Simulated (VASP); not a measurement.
A run of VASP 6.6.1 is set up as follows.

File INCAR:

```
  ALGO = Fast
  EDIFF = 1E-7
  ENCUT = 520
  GGA = PS
  ISIF = 2
  ISMEAR = 0
  LASPH = T
  LCHARG = F
  LREAL = F
  LWAVE = F
  NBANDS = 18
  NELM = 60
  PREC = Accurate
  SIGMA = 0.15
```

Contents of KPOINTS:

```
k-points
0
Gamma
  18 18 10
```

POSCAR

```
Sc
1.0
    3.3087978973      0.0000000000      0.0000000000
   -1.6543989486      2.8655030350      0.0000000000
    0.0000000000      0.0000000000      5.4260400000
Sc
2
Direct
    0.3333333333      0.6666666667      0.2500000000
    0.6666666667      0.3333333333      0.7500000000
```

Potentials or basis: VASP PAW PBE potentials, release 64 (Sc_sv).

Run with:

```console
$ cat potpaw_PBE.64/Sc_sv/POTCAR > POTCAR
$ mpirun -np 1 vasp_std > vasp.out
```

What does it give for the pressure?

-4.0 GPa.

What does it give for the band gap on the k mesh?

Zero (band 11 reaches 4.10 eV, above the bottom of band 12 at 2.93 eV).

Stress tensor (GPa, compression positive):
```
-2.91  0.00  0.00
 0.00 -2.91  0.00
 0.00  0.00 -6.18
```

Caveat: the cell differs from its parent crystal (strain +0.000 along x and y, +0.030 along z); the PAW data sets were made with another functional, which shifts forces and pressure a little.
